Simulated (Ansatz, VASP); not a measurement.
## Ba3Si2 in VASP and in Ansatz

```
Ba Si
1.0
     4.69666    0.00000    0.00000
    -2.34833    4.06742    0.00000
     0.00000    0.00000    7.30723
Ba Si
3 2
Cartesian
  0.0000 0.0000 0.0000
  0.0000 2.7116 4.7132
  2.3483 1.3558 2.5941
  0.0000 2.7116 1.7903
  2.3483 1.3558 5.5170
```

Alike in both runs: task relaxation of cell and atoms; functional PBE; k mesh 6 × 6 × 4; occupations gaussian, width 0.1 eV; no spin polarisation.

|  | VASP | Ansatz |
| --- | --- | --- |
| version | VASP 6.6.1 | Ansatz 0.2.0 |
| potentials or method | VASP PAW PBE potentials, release 64 (Ba_sv, Si), cutoff 600 eV | scalar-relativistic, plane waves, PAW |
| valence electrons in the cell | 38 | 38 |

```tsv
	VASP	Ansatz	Ansatz less VASP
gap on the k mesh at the Fermi level, each at its own relaxed structure (eV)	none	none	-
relaxed volume (Å³/atom)	39.10	38.57	-0.534
relaxed length of the cell vector where the two differ most in proportion (Å)	5.713	5.676	-0.0365
```

A gap of «none» marks a metal or a gap that the smearing closes.

Neither program's run includes spin-orbit coupling. Noted on VASP's run: the volume moved by over 15 % at a fixed basis, so the end points are rough.
